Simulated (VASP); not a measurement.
# BAs (F-43m) in VASP: further runs

The runs below take BAs through single point, relaxation of cell and atoms, with PBEsol+D4, PBE.

Everything below comes from runs of VASP 6.6.1. Logs are shortened: lines on timing, memory, paths and dates and some standing lists are left out, and cuts for length are marked.

### Step 1. The cell of the first run

It takes space group F-43m (No. 216, cubic). The conventional cell has a = 4.739 Å, b = 4.739 Å, c = 4.739 Å, α = 90.00°, β = 90.00°, γ = 90.00°. As (site symmetry -43m) has 4 B at 2.05 Å within 2.7 Å. B (site symmetry -43m) has 4 As at 2.05 Å within 2.7 Å.

### Step 2. Single point, PBEsol+D4

File INCAR:

```
SYSTEM = BAs
PREC     = Accurate       ! precision mode
ENCUT    = 500            ! plane-wave cutoff, eV
EDIFF    = 1E-6           ! SCF threshold, eV
ISMEAR   = -1             ! smearing method
SIGMA    = 0.05           ! smearing width, eV
LREAL    = .False.        ! projectors in reciprocal space
LASPH    = .True.         ! aspherical terms in the spheres
NELM     = 120            ! most SCF steps
ALGO     = Normal         ! electronic algorithm
ISIF     = 2              ! what is computed and relaxed
LWAVE    = .False.        ! write WAVECAR
LCHARG   = .False.        ! write CHGCAR
GGA      = PS             ! functional
IVDW     = 13             ! dispersion correction
NBANDS   = 11             ! bands
GGA_COMPAT= .False.
```

File KPOINTS:

```
regular mesh
0
Gamma
  10 10 10
  0 0 0
```

File POSCAR:

```
BAs
1.0
    0.0000000000      2.3692513155      2.3692513155
    2.3692513155      0.0000000000      2.3692513155
    2.3692513155      2.3692513155      0.0000000000
As B
1 1
Direct
    0.7500000000      0.7500000000      0.7500000000
    0.0000000000      0.0000000000      0.0000000000
```

Potentials or basis: VASP PAW PBE potentials, release 64 (As, B).

Command:

```
$ cat potpaw_PBE.64/As/POTCAR potpaw_PBE.64/B/POTCAR > POTCAR
$ mpirun -np 1 vasp_std > vasp.out
```

OUTCAR:

```text
SYSTEM = BAs
   PREC = Accurate
   ENCUT = 500
   EDIFF = 1E-6
   ISMEAR = -1
   LREAL = .False.
   LASPH = .True.
   NELM = 120
   ISIF = 2
   GGA = PS
   IVDW = 13

 ion  position               nearest neighbor table
   1  0.750  0.750  0.750-   2 2.05   2 2.05   2 2.05   2 2.05
   2  0.000  0.000  0.000-   1 2.05   1 2.05   1 2.05   1 2.05

  LATTYP: Found a face centered cubic cell.
 ALAT       =     4.7385026310

  Lattice vectors:

 A1 = (   0.0000000000,   2.3692513155,   2.3692513155)
 A2 = (   2.3692513155,   0.0000000000,   2.3692513155)
 A3 = (   2.3692513155,   2.3692513155,   0.0000000000)

Analysis of symmetry for initial positions (statically):
=====================================================================
 Subroutine PRICEL returns:
 Original cell was already a primitive cell.

 Routine SETGRP: Setting up the symmetry group for a
 face centered cubic supercell.

 Subroutine GETGRP returns: Found 24 space group operations
 (whereof 24 operations were pure point group operations)
 out of a pool of 48 trial point group operations.

The static configuration has the point symmetry T_d .

Analysis of symmetry for dynamics (positions and initial velocities):
=====================================================================
 Subroutine PRICEL returns:
 Original cell was already a primitive cell.

 Routine SETGRP: Setting up the symmetry group for a
 face centered cubic supercell.

 Subroutine GETGRP returns: Found 24 space group operations
 (whereof 24 operations were pure point group operations)
 out of a pool of 48 trial point group operations.

The dynamic configuration has the point symmetry T_d .

 Subroutine INISYM returns: Found 24 space group operations
 (whereof 24 operations are pure point group operations),
 and found     1 'primitive' translations

----------------------------------------------------------------------------------------

                                     Primitive cell

  volume of cell :      26.5989

  direct lattice vectors                    reciprocal lattice vectors
     0.000000000  2.369251316  2.369251316    -0.211037131  0.211037131  0.211037131
     2.369251316  0.000000000  2.369251316     0.211037131 -0.211037131  0.211037131
     2.369251316  2.369251316  0.000000000     0.211037131  0.211037131 -0.211037131

  length of vectors
     3.350627343  3.350627343  3.350627343     0.365527033  0.365527033  0.365527033

  position of ions in fractional coordinates (direct lattice)
     0.750000000  0.750000000  0.750000000
     0.000000000  0.000000000  0.000000000

  ion indices of the primitive-cell ions
   primitive index   ion index
                 1           1
                 2           2

----------------------------------------------------------------------------------------

 KPOINTS: regular mesh

Automatic generation of k-mesh.
 Grid dimensions read from file:
 generate k-points for:   10   10   10

 Generating k-lattice:

  Cartesian coordinates                     Fractional coordinates (reciprocal lattice)
    -0.021103713  0.021103713  0.021103713     0.100000000  0.000000000  0.000000000
     0.021103713 -0.021103713  0.021103713     0.000000000  0.100000000  0.000000000
     0.021103713  0.021103713 -0.021103713     0.000000000  0.000000000  0.100000000

  Length of vectors
     0.036552703  0.036552703  0.036552703

  Shift w.r.t. Gamma in fractional coordinates (k-lattice)
     0.000000000  0.000000000  0.000000000

 Subroutine IBZKPT returns following result:
 ===========================================

 Found     47 irreducible k-points:

 Following reciprocal coordinates:
            Coordinates               Weight
  0.000000  0.000000  0.000000      1.000000
  0.100000  0.000000  0.000000      8.000000
  0.200000  0.000000  0.000000      8.000000
  0.300000  0.000000  0.000000      8.000000
  0.400000  0.000000  0.000000      8.000000
  0.500000  0.000000  0.000000      4.000000
[... 16 lines left out ...]
  0.300000  0.300000  0.000000      6.000000
  0.400000  0.300000  0.000000     24.000000
 [... further k-points ...]
   k-points           NKPTS =     47   k-points in BZ     NKDIM =     47   number of bands    NBANDS=     11
   number of dos      NEDOS =    301   number of ions     NIONS =      2
   total plane-waves  NPLWV =  13824
   dimension x,y,z NGX =    24 NGY =   24 NGZ =   24
   dimension x,y,z NGXF=    48 NGYF=   48 NGZF=   48
   ions per type =               1   1
   NGX,Y,Z   is equivalent  to a cutoff of  11.91, 11.91, 11.91 a.u.
   NGXF,Y,Z  is equivalent  to a cutoff of  23.82, 23.82, 23.82 a.u.
 SYSTEM =  BAs
   PREC   = accura    normal or accurate (medium, high low for compatibility)
   ISTART =      0    job   : 0-new  1-cont  2-samecut
   ICHARG =      2    charge: 1-file 2-atom 10-const
   ISPIN  =      1    spin polarized calculation?
   LNONCOLLINEAR =      F non collinear calculations
   LSORBIT =      F    spin-orbit coupling
   LASPH  =      T    aspherical Exc in radial PAW
   ENCUT  =  500.0 eV  36.75 Ry    6.06 a.u.   6.11  6.11  6.11*2*pi/ulx,y,z
   NELM   =    120;   NELMIN=  2; NELMDL= -5     # of ELM steps
   EDIFF  = 0.1E-05   stopping-criterion for ELM
   LREAL  =      F    real-space projection
   EDIFFG = 0.1E-04   stopping-criterion for IOM
   NSW    =      0    number of steps for IOM
   IBRION =     -1    ionic relax: 0-MD 1-quasi-New 2-CG
   NFREE  =      0    steps in history (QN), initial steepest desc. (CG)
   ISIF   =      2    stress and relaxation
   ISYM   =      2    0-nonsym 1-usesym 2-fastsym
   POTIM  = 0.5000    time-step for ionic-motion
   TEBEG  =    0.0;   TEEND  =   0.0 temperature during run
   PSTRESS=    0.0 pullay stress
   NELECT =       8.0000    total number of electrons
   NUPDOWN=      -1.0000    fix difference up-down
   EMIN   =  10.00;   EMAX   =-10.00  energy-range for DOS
   EFERMI =   0.00;   METHOD = LEGACY
   ISMEAR =    -1;   SIGMA  =   0.05  broadening in eV -4-tet -1-fermi 0-gaus
   EFERMI_NEDOS =   21; number of points for ismear=-14 and -15
   IALGO  =     38    algorithm
   IMIX   =      4    mixing-type and parameters
     AMIX     =   0.40;   BMIX     =  1.00
     AMIX_MAG =   1.60;   BMIX_MAG =  1.00
  volume/ion in A,a.u.               =      13.30        89.75
  Fermi-wavevector in a.u.,A,eV,Ry     =   1.096858  2.072761 16.369132  1.203097
  Thomas-Fermi vector in A             =   2.233207
   LORBIT       =      0    0 simple, 1 ext, 2 COOP (PROOUT), +10 PAW based schemes
   GGA     = PS    functional components
   LHFCALC =     F    Hartree Fock is set to
   AEXX    =    0.0000 exact exchange contribution
   IVDW    =    13    specifies the selected vdW correction
   LEPSILON=     F    determine dielectric tensor
   LRPA    =     F    only Hartree local field effects (RPA)
 non-spin polarized calculation
  energy-cutoff  :      500.00
  volume of cell :       26.60
 maximum number of plane-waves:       692
   NGX = 13   NGY = 13   NGZ = 13

 number of electron       8.0000001 magnetization

 Free energy of the ion-electron system (eV)
  ---------------------------------------------------
  ext. energy  EPLUGINS =         0.00000000
  ---------------------------------------------------
  free energy    TOTEN  =       -12.19599912 eV

  energy without entropy =      -12.19599885  energy(sigma->0) =      -12.19599899

 E-fermi :   6.8228     XC(G=0): -10.8345

 val. band max:        6.3144946354   @ k =   0.0000   0.0000   0.0000
 cond. band min:       7.3657378702   @ k =   0.4000   0.4000   0.0000
 fundamental gap:      1.0512432349
 Fermi energy:         6.8228025105

 k-point     1 :       0.0000    0.0000    0.0000
  band No.  band energies     occupation
      1      -9.3471      2.00000
      2       6.3145      1.99992
      3       6.3145      1.99992
      4       6.3145      1.99992
      5       9.5849      0.00000
      6       9.5849      0.00000
      7       9.5849      0.00000
      8      11.3064      0.00000
      9      15.7819      0.00000
     10      19.3459      0.00000
     11      19.3459      0.00000

 k-point     2 :       0.1000    0.0000    0.0000
  band No.  band energies     occupation
      1      -9.1788      2.00000
      2       4.8932      2.00000
      3       6.0010      2.00000
      4       6.0010      2.00000
      5       9.7789      0.00000
      6       9.9960      0.00000
      7       9.9960      0.00000
      8      12.1226      0.00000
      9      16.4570      0.00000
     10      18.1976      0.00000
     11      18.1976      0.00000

 k-point     3 :       0.2000    0.0000    0.0000
  band No.  band energies     occupation
      1      -8.6819      2.00000
      2       2.4763      2.00000
      3       5.4090      2.00000
      4       5.4090      2.00000
      5       9.6019      0.00000
      6      10.7269      0.00000
      7      10.7269      0.00000
      8      13.6619      0.00000
      9      17.4555      0.00000
     10      17.4555      0.00000
     11      17.4739      0.00000

 k-point     4 :       0.3000    0.0000    0.0000
  band No.  band energies     occupation
      1      -7.8915      2.00000
      2       0.1289      2.00000
      3       4.8888      2.00000
      4       4.8888      2.00000
      5       9.3452      0.00000
      6      11.1150      0.00000
      7      11.1150      0.00000
      8      14.8105      0.00000
      9      17.6183      0.00000
     10      17.9311      0.00000
     11      17.9311      0.00000

 k-point     5 :       0.4000    0.0000    0.0000
  band No.  band energies     occupation
      1      -6.9384      2.00000
      2      -1.8022      2.00000
      3       4.5561      2.00000
      4       4.5561      2.00000
      5       9.1714      0.00000
      6      11.1165      0.00000
      7      11.1165      0.00000
      8      15.0949      0.00000
      9      18.4013      0.00000
     10      19.5111      0.00000
     11      19.5111      0.00000
[... 211 lines left out ...]
 k-point    21 :      -0.3000    0.2000    0.0000
  band No.  band energies     occupation
      1      -6.7226      2.00000
      2      -0.8622      2.00000
      3       1.5548      2.00000
      4       4.3009      2.00000
      5       9.8313      0.00000
      6      12.2912      0.00000
      7      12.5699      0.00000
      8      14.5198      0.00000
      9      16.9803      0.00000
     10      18.4567      0.00000
     11      21.7377      0.00000

 k-point    22 :      -0.2000    0.2000    0.0000
  band No.  band energies     occupation
      1      -7.6212      2.00000
      2       0.7627      2.00000
      3       2.0990      2.00000
      4       4.9852      2.00000
      5      10.2953      0.00000
      6      11.4646      0.00000
      7      12.3618      0.00000
      8      13.3744      0.00000
      9      16.1421      0.00000
     10      18.9575      0.00000
     11      20.6454      0.00000

 k-point    23 :       0.3000    0.3000    0.0000
  band No.  band energies     occupation
      1      -7.3810      2.00000
      2       1.0674      2.00000
      3       3.0201      2.00000
      4       3.0201      2.00000
      5       7.6062      0.00000
      6       9.8736      0.00000
      7      14.8983      0.00000
      8      14.8983      0.00000
      9      17.4788      0.00000
     10      21.5005      0.00000
     11      21.5264      0.00000

 k-point    24 :       0.4000    0.3000    0.0000
  band No.  band energies     occupation
      1      -6.6305      2.00000
      2      -0.2126      2.00000
      3       2.2027      2.00000
      4       2.7160      2.00000
      5       7.9082      0.00000
      6       9.6123      0.00000
      7      15.2918      0.00000
      8      15.5151      0.00000
      9      18.5166      0.00000
     10      22.3148      0.00000
     11      22.3184      0.00000

 [... further k-points ...]

------------------------ aborting loop because EDIFF is reached ----------------------------------------

  DFT-D4 for vdW energy calculation

  Edisp (eV):   -0.43464

  FORCE on cell =-STRESS in cart. coord.  units (eV):
  Direction    XX          YY          ZZ          XY          YZ          ZX
  --------------------------------------------------------------------------------------
  -------------------------------------------------------------------------------------
  Total       0.17094     0.17094     0.17094     0.00000    -0.00000     0.00000
  in kB      10.29636    10.29636    10.29636     0.00000    -0.00000     0.00000
  external pressure =       10.30 kB  Pullay stress =        0.00 kB

 VOLUME and BASIS-vectors are now :
 -----------------------------------------------------------------------------
  energy-cutoff  :      500.00
  volume of cell :       26.60
      direct lattice vectors                 reciprocal lattice vectors
     0.000000000  2.369251316  2.369251316    -0.211037131  0.211037131  0.211037131
     2.369251316  0.000000000  2.369251316     0.211037131 -0.211037131  0.211037131
     2.369251316  2.369251316  0.000000000     0.211037131  0.211037131 -0.211037131

 POSITION                                       TOTAL-FORCE (eV/Angst)
 -----------------------------------------------------------------------------------
      3.55388      3.55388      3.55388        -0.000000     -0.000000     -0.000000
      0.00000      0.00000      0.00000         0.000000      0.000000      0.000000
 -----------------------------------------------------------------------------------
    total drift:                               -0.000000     -0.000000     -0.000000

  FREE ENERGIE OF THE ION-ELECTRON SYSTEM (eV)
  ---------------------------------------------------
  free  energy   TOTEN  =       -12.6306406887 eV

  energy  without entropy=      -12.6306404156  energy(sigma->0) =      -12.63064055
```

It took 11 s on 1 thread of Intel Xeon 6975P-C, shared host; peak memory 0.15 GiB.

What came out:

```yaml
Free_energy: -12.6306 eV
Pressure: 1.0 GPa
Band_gap_on_the_k_mesh: 1.05 eV, indirect (least direct gap 3.27 eV)
Dispersion_energy_per_atom: -0.217 eV
```

Caveat: the PAW data sets were made with another functional, which shifts forces and pressure a little. A k mesh can miss the band edges.

[end of part 1 of 2]
